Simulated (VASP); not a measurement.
Input of a VASP 6.6.1 run:

The input INCAR:

```
PREC     = Accurate       # precision mode
ENCUT    = 500            # plane-wave cutoff, eV
EDIFF    = 1E-7           # SCF threshold, eV
ISMEAR   = 0              # smearing method
SIGMA    = 0.1            # smearing width, eV
LREAL    = F              # projectors in reciprocal space
LASPH    = T              # aspherical terms in the spheres
NELM     = 120            # most SCF steps
ALGO     = Normal         # electronic algorithm
ISIF     = 3              # what is computed and relaxed
LWAVE    = F              # write WAVECAR
LCHARG   = F              # write CHGCAR
GGA      = PE             # functional
IBRION   = 2              # ionic algorithm
NSW      = 90             # ionic steps
EDIFFG   = -0.04          # ionic threshold
GGA_COMPAT= F            
NELMIN   = 4
```

Contents of KPOINTS:

```
regular mesh
0
Gamma
  3 3 6
```

Contents of POSCAR:

```
Al6Pt
1.0
    7.8236100711      0.0000000000      0.0000000000
   -3.9118050355      6.7754450708      0.0000000000
    0.0000000000      0.0000000000      2.7547139735
Al Pt
6 1
Direct
    0.3316237457      0.0000000000      0.0000000000
    0.0000000000      0.3316237457      0.0000000000
    0.6683762543      0.6683762543      0.0000000000
    0.6683762543      0.0000000000      0.0000000000
    0.0000000000      0.6683762543      0.0000000000
    0.3316237457      0.3316237457      0.0000000000
    0.0000000000      0.0000000000      0.5000000000
```

Potentials or basis: VASP PAW PBE potentials, release 64 (Al, Pt).

Run with:

```bash
$ cat potpaw_PBE.64/Al/POTCAR potpaw_PBE.64/Pt/POTCAR > POTCAR
$ mpirun -np 1 vasp_std > vasp.out
```

**Question.** Predict the relaxed volume.

**Answer.** 20.86 Å³/atom.

**Question.** Estimate the relaxed cell.

**Answer.** a = 7.771 Å, b = 7.771 Å, c = 2.792 Å, α = 90.00°, β = 90.00°, γ = 120.00°.

**Question.** What does it give for the space group after relaxing (to 0.1 Å)?

**Answer.** P6/mmm (No. 191).

Forces in eV/Å, atoms in the order of the input:
```
Al   0.006  0.000  0.000
Al  -0.003  0.005  0.000
Al  -0.003 -0.005  0.000
Al  -0.006  0.000  0.000
Al   0.003 -0.005  0.000
Al   0.003  0.005  0.000
Pt   0.000  0.000  0.000
```

Caveat: the k points lie up to 0.38 Å⁻¹ apart in the final cell, too coarse for converged energies and pressures of a metal.
